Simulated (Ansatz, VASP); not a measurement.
## Two plane-wave programs on Ge3P5

INCAR

```
SYSTEM = Ge3P5
PREC = Accurate ; ENCUT = 600
EDIFF = 1E-6 ; ISMEAR = 0
SIGMA = 0.1 ; LREAL = .FALSE.
LASPH = .TRUE. ; NELM = 100
ALGO = Normal ; ISIF = 3
LWAVE = .FALSE. ; LCHARG = .FALSE.
GGA = PE ; IBRION = 2
NSW = 100 ; EDIFFG = -0.01
```

Contents of KPOINTS:

```
Automatic mesh
0
G
  6 6 6
  0 0 0
```

Contents of POSCAR:

```
Ge3P5
1.0
    3.5798717859      2.0668399392      4.0360505395
   -3.5798717859      2.0668399392      4.0360505395
    0.0000000000     -4.1336798785      4.0360505395
Ge P
3 5
Direct
    0.9960704844      0.4905147098      0.4905147098
    0.4905147098      0.4905147098      0.9960704844
    0.4905147098      0.9960704844      0.4905147098
    0.0205158574      0.0205158574      0.0205158574
    0.2623378512      0.7701156954      0.2623378512
    0.7701156954      0.2623378512      0.2623378512
    0.2623378512      0.2623378512      0.7701156954
    0.7475948409      0.7475948409      0.7475948409
```

Input for Ansatz:

```yaml
crystal:
  lattice:
    - [3.5798717859, 2.0668399392, 4.0360505395]
    - [-3.5798717859, 2.0668399392, 4.0360505395]
    - [0.0, -4.1336798785, 4.0360505395]
  atoms:
    - { symbol: Ge, position: [0.9960704844, 0.4905147098, 0.4905147098] }
    - { symbol: Ge, position: [0.4905147098, 0.4905147098, 0.9960704844] }
    - { symbol: Ge, position: [0.4905147098, 0.9960704844, 0.4905147098] }
    - { symbol: P, position: [0.0205158574, 0.0205158574, 0.0205158574] }
    - { symbol: P, position: [0.2623378512, 0.7701156954, 0.2623378512] }
    - { symbol: P, position: [0.7701156954, 0.2623378512, 0.2623378512] }
    - { symbol: P, position: [0.2623378512, 0.2623378512, 0.7701156954] }
    - { symbol: P, position: [0.7475948409, 0.7475948409, 0.7475948409] }
basis:
  ecutwfc: 420
kpoints:
  mp_grid: { grid: [6, 6, 6] }
hamiltonian:
  xc: pbe
scf:
  occupations: { method: gaussian, width: 0.1 }
output:
  forces: true
  stress: true
  eigenvalues: true
relax:
  adjacent_minimum: "off"
  f_tol: 0.01
  max_steps: 80
  cell: { stress_tol: 0.05 }
```

Alike in both runs: task relaxation of cell and atoms; functional PBE; k mesh 6 × 6 × 6; occupations gaussian, width 0.1 eV; no spin polarisation.

|  | VASP | Ansatz |
| --- | --- | --- |
| version | VASP 6.6.1 | Ansatz 0.2.0 |
| potentials or method | VASP PAW PBE potentials, release 64 (Ge_d, P), cutoff 600 eV | scalar-relativistic, plane waves, PAW |
| valence electrons in the cell | 67 | 67 |

|  | VASP | Ansatz | Ansatz less VASP |
| --- | --- | --- | --- |
| gap on the k mesh at the Fermi level, each at its own relaxed structure (eV) | none | none | - |
| relaxed volume (Å³/atom) | 22.27 | 22.29 | +0.023 |
| relaxed length of the cell vector where the two differ most in proportion (Å) | 5.771 | 5.771 | +0.0009 |

A gap of «none» marks a metal or a gap that the smearing closes.
